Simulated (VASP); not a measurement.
**TePb: relaxation of cell and atoms with PBEsol**

TePb:

```
CELL_PARAMETERS angstrom
0.00000 3.28605 3.28605
3.28605 0.00000 3.28605
3.28605 3.28605 0.00000
ATOMIC_POSITIONS crystal
Te 0.50000 0.50000 0.50000
Pb 0.00000 0.00000 0.00000
```

| Property | Result |
| --- | --- |
| Program | VASP 6.6.1 |
| Task | relaxation of cell and atoms |
| Functional | PBEsol |
| Potentials or basis | VASP PAW PBE potentials, release 64 (Te, Pb_d) |
| Cutoff | 500 eV |
| k mesh | 8 × 8 × 8 |
| Occupations | gaussian, width 0.02 eV |
| Spin | no spin polarisation |
| Dipole correction | no |
| Further INCAR settings | ALGO = Normal; EDIFF = 1e-07; IBRION = 2; EDIFFG = -0.005; NSW = 70; ISIF = 3 |

```yaml
Relaxed_volume: 33.42 Å³/atom
Relaxed_cell: a = 4.555 Å, b = 4.555 Å, c = 4.555 Å, α = 60.00°, β = 60.00°, γ = 60.00°
Space_group_after_relaxing_to_0.05_Å: Fm-3m (No. 225)
Energy_gained_by_relaxing: 16.0 meV/atom
Ionic_steps: 3
Pressure_after_relaxing: 0.0 GPa
Band_gap_on_the_k_mesh: 0.65 eV, direct
```

The path:
```
step  energy change (eV)  largest force (eV/Å)  pressure (GPa)  volume (Å³)
   1              0.0000                0.0000           -2.35        70.97
   2             -0.0295                0.0000            0.77        65.75
   3             -0.0321                0.0000            0.00        66.83
```

Final structure:
```
Te Pb
1.0
     0.00000    3.22096    3.22096
     3.22096    0.00000    3.22096
     3.22096    3.22096    0.00000
Te Pb
1 1
Direct
  0.50000 0.50000 0.50000
  0.00000 0.00000 0.00000
```

Levels at points of the mesh, in eV from the valence-band top:
```csv
k point,band 7,band 8,band 9,band 10,band 11,band 12,band 13,band 14
"(0.00, 0.00, 0.00)",-5.59,-1.37,-1.37,-1.37,4.07,4.07,4.07,5.74
"(0.50, 0.00, 0.00)",-8.66,-0.90,-0.90,0.00,0.65,1.22,1.22,8.30
"(0.50, 0.50, 0.00)",-7.32,-4.60,-2.86,-2.86,3.17,5.50,5.50,6.74
```

It took 31 s on 1 thread of Intel(R) Xeon(R) 6975P-C (Granite Rapids), on a shared host, peak memory 0.22 GiB.

Caveat: the PAW data sets were made with another functional, which shifts forces and pressure a little; spin-orbit coupling is left out, which moves the levels of the heavy elements. A k mesh can miss the band edges.
